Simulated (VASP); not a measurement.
# NaCl (Fm-3m) in VASP: further runs

NaCl is run at these levels: PBE; tasks: single point.

Everything below comes from runs of VASP 6.6.1. Logs are shortened: lines on timing, memory, paths and dates and some standing lists are left out, and cuts for length are marked.

## (1) The cell of the first run

It takes space group Fm-3m (No. 225, cubic). The conventional cell has a = 5.605 Å, b = 5.605 Å, c = 5.605 Å, α = 90.00°, β = 90.00°, γ = 90.00°. Within 3.7 Å of Na (site symmetry m-3m) lie 6 Cl at 2.80 Å. Within 3.7 Å of Cl (site symmetry m-3m) lie 6 Na at 2.80 Å.

## (2) Single point, PBE

The input, INCAR:

```
SYSTEM = NaCl
PREC = Accurate ; ENCUT = 520
EDIFF = 1E-7 ; ISMEAR = 0
SIGMA = 0.01 ; LREAL = .FALSE.
LASPH = .TRUE. ; NELM = 80
ALGO = Normal ; ISIF = 2
LWAVE = .FALSE. ; LCHARG = .FALSE.
GGA = PE ; NBANDS = 14
```

The input, KPOINTS:

```
regular mesh
0
G
  4 4 4
  0 0 0
```

The input, POSCAR:

```
NaCl
1.0
    0.0000000000      2.8027319694      2.8027319694
    2.8027319694      0.0000000000      2.8027319694
    2.8027319694      2.8027319694      0.0000000000
Na Cl
1 1
Direct
    0.0000000000      0.0000000000      0.0000000000
    0.5000000000      0.5000000000      0.5000000000
```

Potentials or basis: VASP PAW PBE potentials, release 64 (Na_pv, Cl).

Run with:

```sh
$ cat potpaw_PBE.64/Na_pv/POTCAR potpaw_PBE.64/Cl/POTCAR > POTCAR
$ mpirun -np 1 vasp_std > vasp.out
```

OUTCAR:

```text
SYSTEM = NaCl
   PREC = Accurate
   ENCUT = 520
   EDIFF = 1E-7
   ISMEAR = 0
   LREAL = .FALSE.
   LASPH = .TRUE.
   NELM = 80
   ISIF = 2
   GGA = PE

 ion  position               nearest neighbor table
   1  0.000  0.000  0.000-
   2  0.500  0.500  0.500-

  LATTYP: Found a face centered cubic cell.
 ALAT       =     5.6054639388

  Lattice vectors:

 A1 = (   0.0000000000,   2.8027319694,   2.8027319694)
 A2 = (   2.8027319694,   0.0000000000,   2.8027319694)
 A3 = (   2.8027319694,   2.8027319694,   0.0000000000)

Analysis of symmetry for initial positions (statically):
=====================================================================
 Subroutine PRICEL returns:
 Original cell was already a primitive cell.

 Routine SETGRP: Setting up the symmetry group for a
 face centered cubic supercell.

 Subroutine GETGRP returns: Found 48 space group operations
 (whereof 48 operations were pure point group operations)
 out of a pool of 48 trial point group operations.

The static configuration has the point symmetry O_h .

Analysis of symmetry for dynamics (positions and initial velocities):
=====================================================================
 Subroutine PRICEL returns:
 Original cell was already a primitive cell.

 Routine SETGRP: Setting up the symmetry group for a
 face centered cubic supercell.

 Subroutine GETGRP returns: Found 48 space group operations
 (whereof 48 operations were pure point group operations)
 out of a pool of 48 trial point group operations.

The dynamic configuration has the point symmetry O_h .

 Subroutine INISYM returns: Found 48 space group operations
 (whereof 48 operations are pure point group operations),
 and found     1 'primitive' translations

----------------------------------------------------------------------------------------

                                     Primitive cell

  volume of cell :      44.0326

  direct lattice vectors                    reciprocal lattice vectors
     0.000000000  2.802731969  2.802731969    -0.178397366  0.178397366  0.178397366
     2.802731969  0.000000000  2.802731969     0.178397366 -0.178397366  0.178397366
     2.802731969  2.802731969  0.000000000     0.178397366  0.178397366 -0.178397366

  length of vectors
     3.963661563  3.963661563  3.963661563     0.308993301  0.308993301  0.308993301

  position of ions in fractional coordinates (direct lattice)
     0.000000000  0.000000000  0.000000000
     0.500000000  0.500000000  0.500000000

  ion indices of the primitive-cell ions
   primitive index   ion index
                 1           1
                 2           2

----------------------------------------------------------------------------------------

 KPOINTS: regular mesh

Automatic generation of k-mesh.
 Grid dimensions read from file:
 generate k-points for:    4    4    4

 Generating k-lattice:

  Cartesian coordinates                     Fractional coordinates (reciprocal lattice)
    -0.044599341  0.044599341  0.044599341     0.250000000  0.000000000  0.000000000
     0.044599341 -0.044599341  0.044599341     0.000000000  0.250000000  0.000000000
     0.044599341  0.044599341 -0.044599341     0.000000000  0.000000000  0.250000000

  Length of vectors
     0.077248325  0.077248325  0.077248325

  Shift w.r.t. Gamma in fractional coordinates (k-lattice)
     0.000000000  0.000000000  0.000000000

 Subroutine IBZKPT returns following result:
 ===========================================

 Found      8 irreducible k-points:

 Following reciprocal coordinates:
            Coordinates               Weight
  0.000000  0.000000  0.000000      1.000000
  0.250000  0.000000  0.000000      8.000000
  0.500000  0.000000  0.000000      4.000000
  0.250000  0.250000  0.000000      6.000000
  0.500000  0.250000  0.000000     24.000000
 -0.250000  0.250000  0.000000     12.000000
  0.500000  0.500000  0.000000      3.000000
 -0.250000  0.500000  0.250000      6.000000
   k-points           NKPTS =      8   k-points in BZ     NKDIM =      8   number of bands    NBANDS=     14
   number of dos      NEDOS =    301   number of ions     NIONS =      2
   total plane-waves  NPLWV =  27000
   dimension x,y,z NGX =    30 NGY =   30 NGZ =   30
   dimension x,y,z NGXF=    60 NGYF=   60 NGZF=   60
   ions per type =               1   1
   NGX,Y,Z   is equivalent  to a cutoff of  12.58, 12.58, 12.58 a.u.
   NGXF,Y,Z  is equivalent  to a cutoff of  25.17, 25.17, 25.17 a.u.
 SYSTEM =  NaCl
   PREC   = accura    normal or accurate (medium, high low for compatibility)
   ISTART =      0    job   : 0-new  1-cont  2-samecut
   ICHARG =      2    charge: 1-file 2-atom 10-const
   ISPIN  =      1    spin polarized calculation?
   LNONCOLLINEAR =      F non collinear calculations
   LSORBIT =      F    spin-orbit coupling
   LASPH  =      T    aspherical Exc in radial PAW
   ENCUT  =  520.0 eV  38.22 Ry    6.18 a.u.   7.37  7.37  7.37*2*pi/ulx,y,z
   NELM   =     80;   NELMIN=  2; NELMDL= -5     # of ELM steps
   EDIFF  = 0.1E-06   stopping-criterion for ELM
   LREAL  =      F    real-space projection
   EDIFFG = 0.1E-05   stopping-criterion for IOM
   NSW    =      0    number of steps for IOM
   IBRION =     -1    ionic relax: 0-MD 1-quasi-New 2-CG
   NFREE  =      0    steps in history (QN), initial steepest desc. (CG)
   ISIF   =      2    stress and relaxation
   ISYM   =      2    0-nonsym 1-usesym 2-fastsym
   POTIM  = 0.5000    time-step for ionic-motion
   TEBEG  =    0.0;   TEEND  =   0.0 temperature during run
   PSTRESS=    0.0 pullay stress
   NELECT =      14.0000    total number of electrons
   NUPDOWN=      -1.0000    fix difference up-down
   EMIN   =  10.00;   EMAX   =-10.00  energy-range for DOS
   EFERMI =   0.00;   METHOD = LEGACY
   ISMEAR =     0;   SIGMA  =   0.01  broadening in eV -4-tet -1-fermi 0-gaus
   EFERMI_NEDOS =   21; number of points for ismear=-14 and -15
   IALGO  =     38    algorithm
   IMIX   =      4    mixing-type and parameters
     AMIX     =   0.40;   BMIX     =  1.00
     AMIX_MAG =   1.60;   BMIX_MAG =  1.00
  volume/ion in A,a.u.               =      22.02       148.57
  Fermi-wavevector in a.u.,A,eV,Ry     =   1.117359  2.111502 16.986744  1.248490
  Thomas-Fermi vector in A             =   2.253981
   LORBIT       =      0    0 simple, 1 ext, 2 COOP (PROOUT), +10 PAW based schemes
   GGA     = PE    functional components
   LHFCALC =     F    Hartree Fock is set to
   AEXX    =    0.0000 exact exchange contribution
   IVDW    =     0    specifies the selected vdW correction
   LEPSILON=     F    determine dielectric tensor
   LRPA    =     F    only Hartree local field effects (RPA)
 non-spin polarized calculation
 Gauss-broadening in eV      SIGMA  =   0.01
  energy-cutoff  :      520.00
  volume of cell :       44.03
 maximum number of plane-waves:      1243
 NGX is ok and might be reduce to    30
   NGX = 15   NGY = 15   NGZ = 15

 number of electron      14.0000003 magnetization

 Free energy of the ion-electron system (eV)
  ---------------------------------------------------
  ext. energy  EPLUGINS =         0.00000000
  ---------------------------------------------------
  free energy    TOTEN  =        -6.76758706 eV

  energy without entropy =       -6.76758706  energy(sigma->0) =       -6.76758706

 E-fermi :  -0.5550     XC(G=0):  -8.2441

 val. band max:       -0.6215230784   @ k =   0.0000   0.0000   0.0000
 cond. band min:       4.5569373490   @ k =   0.0000   0.0000   0.0000
 fundamental gap:      5.1784604273
 Fermi energy:        -0.5549713799

 k-point     1 :       0.0000    0.0000    0.0000
  band No.  band energies     occupation
      1     -21.4081      2.00000
      2     -21.4081      2.00000
      3     -21.4081      2.00000
      4     -13.3220      2.00000
      5      -0.6215      2.00000
      6      -0.6215      2.00000
      7      -0.6215      2.00000
      8       4.5569      0.00000
      9      10.5164      0.00000
     10      10.5164      0.00000
     11      10.5164      0.00000
     12      12.7011      0.00000
     13      12.7011      0.00000
     14      14.3399      0.00000

 k-point     2 :       0.2500    0.0000    0.0000
  band No.  band energies     occupation
      1     -21.4241      2.00000
      2     -21.4092      2.00000
      3     -21.4092      2.00000
      4     -13.1493      2.00000
      5      -1.7488      2.00000
      6      -0.7626      2.00000
      7      -0.7626      2.00000
      8       6.0378      0.00000
      9       9.4378      0.00000
     10      10.8134      0.00000
     11      10.8134      0.00000
     12      12.6682      0.00000
     13      12.6682      0.00000
     14      15.1418      0.00000

 k-point     3 :       0.5000    0.0000    0.0000
  band No.  band energies     occupation
      1     -21.4399      2.00000
      2     -21.4103      2.00000
      3     -21.4103      2.00000
      4     -12.9659      2.00000
      5      -2.6011      2.00000
      6      -0.8952      2.00000
      7      -0.8952      2.00000
      8       6.6843      0.00000
      9      10.1544      0.00000
     10      10.3950      0.00000
     11      10.3950      0.00000
     12      14.4868      0.00000
     13      15.6239      0.00000
     14      15.6239      0.00000
[... 52 lines left out ...]
 k-point     7 :       0.5000    0.5000    0.0000
  band No.  band energies     occupation
      1     -21.4298      2.00000
      2     -21.4168      2.00000
      3     -21.4168      2.00000
      4     -12.9175      2.00000
      5      -2.3283      2.00000
      6      -1.2347      2.00000
      7      -1.2347      2.00000
      8       6.9669      0.00000
      9       7.4415      0.00000
     10      10.8304      0.00000
     11      14.3206      0.00000
     12      14.3206      0.00000
     13      14.7243      0.00000
     14      16.4869      0.00000

 k-point     8 :      -0.2500    0.5000    0.2500
  band No.  band energies     occupation
      1     -21.4233      2.00000
      2     -21.4233      2.00000
      3     -21.4191      2.00000
      4     -12.8990      2.00000
      5      -1.8426      2.00000
      6      -1.8426      2.00000
      7      -1.3981      2.00000
      8       8.2810      0.00000
      9       9.1310      0.00000
     10       9.1310      0.00000
     11      10.8292      0.00000
     12      15.2299      0.00000
     13      15.2299      0.00000
     14      15.7939      0.00000

------------------------ aborting loop because EDIFF is reached ----------------------------------------

  FORCE on cell =-STRESS in cart. coord.  units (eV):
  Direction    XX          YY          ZZ          XY          YZ          ZX
  --------------------------------------------------------------------------------------
  -------------------------------------------------------------------------------------
  Total        0.3470077      0.3470077      0.3470077     -0.0000000      0.0000000      0.0000000
  in kB       12.6262672     12.6262672     12.6262672     -0.0000000      0.0000000      0.0000000
  external PRESSURE =      12.6262672 kB  Pullay stress =       0.0000000 kB

 VOLUME and BASIS-vectors are now :
 -----------------------------------------------------------------------------
  energy-cutoff  :      520.00
  volume of cell :       44.03
      direct lattice vectors                 reciprocal lattice vectors
     0.000000000  2.802731969  2.802731969    -0.178397366  0.178397366  0.178397366
     2.802731969  0.000000000  2.802731969     0.178397366 -0.178397366  0.178397366
     2.802731969  2.802731969  0.000000000     0.178397366  0.178397366 -0.178397366

 POSITION                                       TOTAL-FORCE (eV/Angst)
 -----------------------------------------------------------------------------------
      0.00000      0.00000      0.00000         0.000000      0.000000     -0.000000
      2.80273      2.80273      2.80273         0.000000      0.000000      0.000000
 -----------------------------------------------------------------------------------
    total drift:                               -0.000000      0.000000      0.000000

  FREE ENERGIE OF THE ION-ELECTRON SYSTEM (eV)
  ---------------------------------------------------
  free  energy   TOTEN  =        -6.7675870591 eV

  energy  without entropy=       -6.7675870591  energy(sigma->0) =       -6.76758706
```

It took 9.2 s on 1 thread of AMD EPYC 7R13, shared host; peak memory 0.12 GiB.

What came out:

* Free energy: -6.7676 eV
* Pressure: 1.3 GPa
* Band gap on the k mesh: 5.18 eV

Levels at points of the mesh, in eV from the valence-band top:
```csv
k point,band 3,band 4,band 5,band 6,band 7,band 8,band 9,band 10,band 11,band 12
"(0.00, 0.00, 0.00)",-20.79,-12.70,0.00,0.00,0.00,5.18,11.14,11.14,11.14,13.32
"(0.50, 0.00, 0.00)",-20.79,-12.34,-1.98,-0.27,-0.27,7.31,10.78,11.02,11.02,15.11
"(0.50, 0.50, 0.00)",-20.80,-12.30,-1.71,-0.61,-0.61,7.59,8.06,11.45,14.94,14.94
```

Caveat: the k points lie up to 0.49 Å⁻¹ apart.

## (3) Single point, PBE

The input, INCAR:

```
  PREC = Accurate
  ENCUT = 520
  EDIFF = 1E-6
  ISMEAR = 0
  SIGMA = 0.01
  LREAL = False
  LASPH = True
  NELM = 60
  ALGO = Normal
  ISIF = 2
  LWAVE = False
  LCHARG = True
  GGA = PE
  LELF = True
  LVHAR = True
  NBANDS = 14
```

The input, KPOINTS:

```
Automatic mesh
0
Gamma
  4 4 4
```

POSCAR is that of step 2.

Potentials or basis: VASP PAW PBE potentials, release 64 (Na_pv, Cl).

Run with:

```sh
$ cat potpaw_PBE.64/Na_pv/POTCAR potpaw_PBE.64/Cl/POTCAR > POTCAR
$ mpirun -np 1 vasp_std > vasp.out
```

It took 10 s on 1 thread of AMD EPYC 7R13, shared host; peak memory 0.12 GiB.

It converged, with:

| Property | Result |
| --- | --- |
| Free energy | -6.7676 eV |
| Pressure | 1.3 GPa |
| Band gap on the k mesh | 5.18 eV |

Levels at points of the mesh, in eV from the valence-band top:
```
           k point  band 3  band 4  band 5  band 6  band 7  band 8  band 9  band 10  band 11  band 12
(0.00, 0.00, 0.00)  -20.79  -12.70    0.00    0.00    0.00    5.18   11.14    11.14    11.14    13.32
(0.50, 0.00, 0.00)  -20.79  -12.34   -1.98   -0.27   -0.27    7.31   10.78    11.02    11.02    15.11
(0.50, 0.50, 0.00)  -20.80  -12.30   -1.71   -0.61   -0.61    7.59    8.06    11.45    14.94    14.94
```

Caveat: the k points lie up to 0.49 Å⁻¹ apart. A hybrid or GW would open this gap; PBE tends to underestimate it.
